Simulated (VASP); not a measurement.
# Ti (P6/mmm) in VASP: a series of runs

Runs on Ti. Level: PBE. Tasks: single point, relaxation of cell and atoms.

All numbers are computed with VASP 6.6.1; they aren't measurements. Logs are shortened: lines on timing, memory, paths and dates and some standing lists are left out, and cuts for length are marked.

### Step 1. The cell of the first run

The structure is hexagonal, space group P6/mmm (No. 191). The conventional cell has a = 4.232 Å, b = 4.232 Å, c = 2.641 Å, α = 90.00°, β = 90.00°, γ = 120.00°. Within 3.5 Å of Ti (site symmetry 6/mmm) lie 14 Ti at 2.64 to 2.78 Å. Ti (site symmetry -6m2) has 11 Ti at 2.44 to 2.78 Å within 3.2 Å.

This isn't the form of Ti at room conditions, which is hcp.

### Step 2. Single point, PBE

File INCAR:

```
SYSTEM = Ti
PREC = Accurate
ENCUT = 520
EDIFF = 1E-7
ISMEAR = -1
SIGMA = 0.1
LREAL = .False.
LASPH = .True.
NELM = 100
ALGO = Normal
ISIF = 2
LWAVE = .False.
LCHARG = .True.
GGA = PE
LELF = .True.
LVHAR = .True.
NBANDS = 25
```

File KPOINTS:

```
Automatic mesh
0
Gamma
  9 9 12
  0 0 0
```

File POSCAR:

```
Ti
1.0
    4.2319258032      0.0000000000      0.0000000000
   -2.1159629016      3.6649552525      0.0000000000
    0.0000000000      0.0000000000      2.6407597425
Ti
3
Direct
    0.0000000000      0.0000000000      0.0000000000
    0.3333333333      0.6666666667      0.5000000000
    0.6666666667      0.3333333333      0.5000000000
```

Potentials or basis: VASP PAW PBE potentials, release 64 (Ti_sv).

Command:

```sh
$ cat potpaw_PBE.64/Ti_sv/POTCAR > POTCAR
$ mpirun -np 1 vasp_std > vasp.out
```

OUTCAR:

```text
SYSTEM = Ti
   PREC = Accurate
   ENCUT = 520
   EDIFF = 1E-7
   ISMEAR = -1
   LREAL = .False.
   LASPH = .True.
   NELM = 100
   ISIF = 2
   GGA = PE

 ion  position               nearest neighbor table
   1  0.000  0.000  0.000-   2 2.78   3 2.78   2 2.78   3 2.78   2 2.78   2 2.78   3 2.78   3 2.78
                             3 2.78   3 2.78   2 2.78   2 2.78
   2  0.333  0.667  0.500-   3 2.44   3 2.44   3 2.44   1 2.78   1 2.78   1 2.78   1 2.78   1 2.78
                             1 2.78
   3  0.667  0.333  0.500-   2 2.44   2 2.44   2 2.44   1 2.78   1 2.78   1 2.78   1 2.78   1 2.78
                             1 2.78

  LATTYP: Found a hexagonal cell.
 ALAT       =     4.2319258032
 C/A-ratio  =     0.6240089891

  Lattice vectors:

 A1 = (   4.2319258032,   0.0000000000,   0.0000000000)
 A2 = (  -2.1159629016,   3.6649552525,   0.0000000000)
 A3 = (   0.0000000000,   0.0000000000,   2.6407597425)

Analysis of symmetry for initial positions (statically):
=====================================================================
 Subroutine PRICEL returns:
 Original cell was already a primitive cell.

 Routine SETGRP: Setting up the symmetry group for a
 hexagonal supercell.

 Subroutine GETGRP returns: Found 24 space group operations
 (whereof 24 operations were pure point group operations)
 out of a pool of 24 trial point group operations.

The static configuration has the point symmetry D_6h.

Analysis of symmetry for dynamics (positions and initial velocities):
=====================================================================
 Subroutine PRICEL returns:
 Original cell was already a primitive cell.

 Routine SETGRP: Setting up the symmetry group for a
 hexagonal supercell.

 Subroutine GETGRP returns: Found 24 space group operations
 (whereof 24 operations were pure point group operations)
 out of a pool of 24 trial point group operations.

The dynamic configuration has the point symmetry D_6h.

 Subroutine INISYM returns: Found 24 space group operations
 (whereof 24 operations are pure point group operations),
 and found     1 'primitive' translations

----------------------------------------------------------------------------------------

                                     Primitive cell

  volume of cell :      40.9577

  direct lattice vectors                    reciprocal lattice vectors
     4.231925803  0.000000000  0.000000000     0.236299039  0.136427314  0.000000000
    -2.115962902  3.664955252  0.000000000     0.000000000  0.272854627  0.000000000
     0.000000000  0.000000000  2.640759742     0.000000000  0.000000000  0.378678902

  length of vectors
     4.231925803  4.231925803  2.640759742     0.272854627  0.272854627  0.378678902

  position of ions in fractional coordinates (direct lattice)
     0.000000000  0.000000000  0.000000000
     0.333333333  0.666666667  0.500000000
     0.666666667  0.333333333  0.500000000

  ion indices of the primitive-cell ions
   primitive index   ion index
                 1           1
                 2           2
                 3           3

----------------------------------------------------------------------------------------

 KPOINTS: Automatic mesh

Automatic generation of k-mesh.
 Grid dimensions read from file:
 generate k-points for:    9    9   12

 Generating k-lattice:

  Cartesian coordinates                     Fractional coordinates (reciprocal lattice)
     0.026255449  0.015158590  0.000000000     0.111111111 -0.000000000  0.000000000
     0.000000000  0.030317181  0.000000000     0.000000000  0.111111111  0.000000000
     0.000000000  0.000000000  0.031556575     0.000000000  0.000000000  0.083333333

  Length of vectors
     0.030317181  0.030317181  0.031556575

  Shift w.r.t. Gamma in fractional coordinates (k-lattice)
     0.000000000  0.000000000  0.000000000

 Subroutine IBZKPT returns following result:
 ===========================================

 Found     84 irreducible k-points:

 Following reciprocal coordinates:
            Coordinates               Weight
  0.000000  0.000000  0.000000      1.000000
  0.111111  0.000000  0.000000      6.000000
  0.222222  0.000000  0.000000      6.000000
  0.333333  0.000000  0.000000      6.000000
  0.444444  0.000000  0.000000      6.000000
  0.111111  0.111111  0.000000      6.000000
[... 16 lines left out ...]
  0.333333  0.222222  0.083333     24.000000
  0.333333  0.333333  0.083333      4.000000
 [... further k-points ...]
   k-points           NKPTS =     84   k-points in BZ     NKDIM =     84   number of bands    NBANDS=     25
   number of dos      NEDOS =    301   number of ions     NIONS =      3
   total plane-waves  NPLWV =  20480
   dimension x,y,z NGX =    32 NGY =   32 NGZ =   20
   dimension x,y,z NGXF=    64 NGYF=   64 NGZF=   40
   ions per type =               3
   NGX,Y,Z   is equivalent  to a cutoff of  12.57, 12.57, 12.59 a.u.
   NGXF,Y,Z  is equivalent  to a cutoff of  25.14, 25.14, 25.18 a.u.
 SYSTEM =  Ti
   PREC   = accura    normal or accurate (medium, high low for compatibility)
   ISTART =      0    job   : 0-new  1-cont  2-samecut
   ICHARG =      2    charge: 1-file 2-atom 10-const
   ISPIN  =      1    spin polarized calculation?
   LNONCOLLINEAR =      F non collinear calculations
   LSORBIT =      F    spin-orbit coupling
   LASPH  =      T    aspherical Exc in radial PAW
   ENCUT  =  520.0 eV  38.22 Ry    6.18 a.u.   7.87  7.87  4.91*2*pi/ulx,y,z
   NELM   =    100;   NELMIN=  2; NELMDL= -5     # of ELM steps
   EDIFF  = 0.1E-06   stopping-criterion for ELM
   LREAL  =      F    real-space projection
   EDIFFG = 0.1E-05   stopping-criterion for IOM
   NSW    =      0    number of steps for IOM
   IBRION =     -1    ionic relax: 0-MD 1-quasi-New 2-CG
   NFREE  =      0    steps in history (QN), initial steepest desc. (CG)
   ISIF   =      2    stress and relaxation
   ISYM   =      2    0-nonsym 1-usesym 2-fastsym
   POTIM  = 0.5000    time-step for ionic-motion
   TEBEG  =    0.0;   TEEND  =   0.0 temperature during run
   PSTRESS=    0.0 pullay stress
   NELECT =      36.0000    total number of electrons
   NUPDOWN=      -1.0000    fix difference up-down
   EMIN   =  10.00;   EMAX   =-10.00  energy-range for DOS
   EFERMI =   0.00;   METHOD = LEGACY
   ISMEAR =    -1;   SIGMA  =   0.10  broadening in eV -4-tet -1-fermi 0-gaus
   EFERMI_NEDOS =   21; number of points for ismear=-14 and -15
   IALGO  =     38    algorithm
   IMIX   =      4    mixing-type and parameters
     AMIX     =   0.40;   BMIX     =  1.00
     AMIX_MAG =   1.60;   BMIX_MAG =  1.00
  volume/ion in A,a.u.               =      13.65        92.13
  Fermi-wavevector in a.u.,A,eV,Ry     =   1.568184  2.963439 33.459478  2.459202
  Thomas-Fermi vector in A             =   2.670253
   LORBIT       =      0    0 simple, 1 ext, 2 COOP (PROOUT), +10 PAW based schemes
   GGA     = PE    functional components
   LHFCALC =     F    Hartree Fock is set to
   AEXX    =    0.0000 exact exchange contribution
   IVDW    =     0    specifies the selected vdW correction
   LEPSILON=     F    determine dielectric tensor
   LRPA    =     F    only Hartree local field effects (RPA)
 non-spin polarized calculation
  energy-cutoff  :      520.00
  volume of cell :       40.96
 maximum number of plane-waves:      1119
 NGX is ok and might be reduce to    32
   NGX = 15   NGY = 15   NGZ =  9

 number of electron      35.9999992 magnetization

 Free energy of the ion-electron system (eV)
  ---------------------------------------------------
  ext. energy  EPLUGINS =         0.00000000
  ---------------------------------------------------
  free energy    TOTEN  =       -22.54372546 eV

  energy without entropy =      -22.45876322  energy(sigma->0) =      -22.50124434

 E-fermi :  10.9945     XC(G=0): -12.6822

 val. band max:       10.9793111229   @ k =   0.3333   0.2222   0.0833
 cond. band min:      11.0097870468   @ k =   0.3333   0.1111   0.0000
 fundamental gap:      0.0304759240
 Fermi energy:        10.9944710904

 k-point     1 :       0.0000    0.0000    0.0000
  band No.  band energies     occupation
      1     -45.5054      2.00000
      2     -45.1946      2.00000
      3     -44.9059      2.00000
      4     -21.9840      2.00000
      5     -21.9840      2.00000
      6     -21.8777      2.00000
[... 17 lines left out ...]
     24      13.2084      0.00000
     25      13.2833      0.00000

 k-point     2 :       0.1111    0.0000    0.0000
  band No.  band energies     occupation
      1     -45.4939      2.00000
      2     -45.1957      2.00000
      3     -44.9172      2.00000
      4     -22.0980      2.00000
      5     -22.0665      2.00000
      6     -21.7569      2.00000
[... 17 lines left out ...]
     24      12.8877      0.00000
     25      13.7080      0.00000

 k-point     3 :       0.2222    0.0000    0.0000
  band No.  band energies     occupation
      1     -45.4632      2.00000
      2     -45.1972      2.00000
      3     -44.9488      2.00000
      4     -22.2294      2.00000
      5     -22.1009      2.00000
      6     -21.6070      2.00000
[... 17 lines left out ...]
     24      13.1487      0.00000
     25      14.1845      0.00000

 k-point     4 :       0.3333    0.0000    0.0000
  band No.  band energies     occupation
      1     -45.4252      2.00000
      2     -45.1938      2.00000
      3     -44.9930      2.00000
      4     -22.3265      2.00000
      5     -22.0368      2.00000
      6     -21.5104      2.00000
[... 17 lines left out ...]
     24      13.7056      0.00000
     25      14.3764      0.00000
[... 477 lines left out ...]
 k-point    22 :       0.2222    0.2222    0.0833
  band No.  band energies     occupation
      1     -45.4005      2.00000
      2     -45.1752      2.00000
      3     -45.0134      2.00000
      4     -22.2209      2.00000
      5     -22.1099      2.00000
      6     -21.6292      2.00000
[... 17 lines left out ...]
     24      13.8874      0.00000
     25      13.9717      0.00000

 k-point    23 :       0.3333    0.2222    0.0833
  band No.  band energies     occupation
      1     -45.3835      2.00000
      2     -45.1491      2.00000
      3     -45.0578      2.00000
      4     -22.2224      2.00000
      5     -21.9993      2.00000
      6     -21.8052      2.00000
[... 17 lines left out ...]
     24      13.5174      0.00000
     25      14.3708      0.00000

 k-point    24 :       0.3333    0.3333    0.0833
  band No.  band energies     occupation
      1     -45.3790      2.00000
      2     -45.1059      2.00000
      3     -45.1059      2.00000
      4     -22.1387      2.00000
      5     -21.9639      2.00000
      6     -21.9639      2.00000
[... 17 lines left out ...]
     24      13.3716      0.00000
     25      14.6866      0.00000

 [... further k-points ...]
[... 5 lines left out ...]
  --------------------------------------------------------------------------------------
  -------------------------------------------------------------------------------------
  Total        9.5375433      9.5375433      9.5183002      0.0000000      0.0000000      0.0000000
  in kB      373.0881817    373.0881817    372.3354357      0.0000000      0.0000000      0.0000000
  external PRESSURE =     372.8372663 kB  Pullay stress =       0.0000000 kB

 VOLUME and BASIS-vectors are now :
 -----------------------------------------------------------------------------
  energy-cutoff  :      520.00
  volume of cell :       40.96
      direct lattice vectors                 reciprocal lattice vectors
     4.231925803  0.000000000  0.000000000     0.236299039  0.136427314  0.000000000
    -2.115962902  3.664955252  0.000000000     0.000000000  0.272854627  0.000000000
     0.000000000  0.000000000  2.640759742     0.000000000  0.000000000  0.378678902

 POSITION                                       TOTAL-FORCE (eV/Angst)
 -----------------------------------------------------------------------------------
      0.00000      0.00000      0.00000         0.000000      0.000000      0.000000
     -0.00000      2.44330      1.32038        -0.000000      0.000000      0.000000
      2.11596      1.22165      1.32038         0.000000     -0.000000      0.000000
 -----------------------------------------------------------------------------------
    total drift:                               -0.000000      0.000000      0.000000

  FREE ENERGIE OF THE ION-ELECTRON SYSTEM (eV)
  ---------------------------------------------------
  free  energy   TOTEN  =       -22.5437254636 eV

  energy  without entropy=      -22.4587632239  energy(sigma->0) =      -22.50124434
```

Wall time 2.3 min (1 thread of Intel Xeon 8259CL, shared host); peak memory 0.2 GiB.

Results:

* Free energy: -22.5437 eV
* Pressure: 37.3 GPa
* Band gap on the k mesh: zero (bands 18 and 19 overlap by 0.56 eV)

Levels at points of the mesh, in eV from the Fermi level:
```
           k point  band 14  band 15  band 16  band 17  band 18  band 19  band 20  band 21  band 22  band 23
(0.00, 0.00, 0.00)    -2.66    -0.67    -0.67    -0.59    -0.59     0.08     0.88     1.60     1.60     2.21
(0.00, 0.00, 0.50)    -2.94    -2.19    -2.19    -2.10    -1.58     1.29     1.29     1.66     1.66     3.89
```

Caveat: the cell stands under pressure.

[end of part 1 of 2]
